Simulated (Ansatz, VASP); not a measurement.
## NiO: VASP beside Ansatz

```
CELL_PARAMETERS angstrom
0.00000 2.08590 2.08590
2.08590 0.00000 2.08590
2.08590 2.08590 0.00000
ATOMIC_POSITIONS crystal
Ni 0.00000 0.00000 0.00000
O 0.50000 0.50000 0.50000
```

Alike in both runs: task single point; functional PBE; k mesh 11 × 11 × 11; occupations gaussian, width 0.022 eV; collinear spin.

|  | VASP | Ansatz |
| --- | --- | --- |
| version | VASP 6.6.1 | Ansatz 0.2.0 |
| potentials or method | VASP PAW PBE potentials, release 64 (Ni, O), cutoff 520 eV | all-electron LAPW, scalar-relativistic |

Ansatz gave:

| Quantity | Value |
| --- | --- |
| gap on the k mesh at the Fermi level (eV) | none |
| pressure (GPa) | 6.6 |
| net moment per atom (μB) | 0.91 |
| size of the moment on the site where the two differ most (μB) | 1.51 |

**Question.** Which values does VASP return?

**Answer.** gap on the k mesh at the Fermi level (eV): none; pressure (GPa): 6.0; net moment per atom (μB): 0.89; size of the moment on the site where the two differ most (μB): 1.45.

Site moments also hang on the region over which each program counts them. A gap of «none» marks a metal or a gap that the smearing closes. Ansatz ran all-electron here, and VASP with PAW potentials.
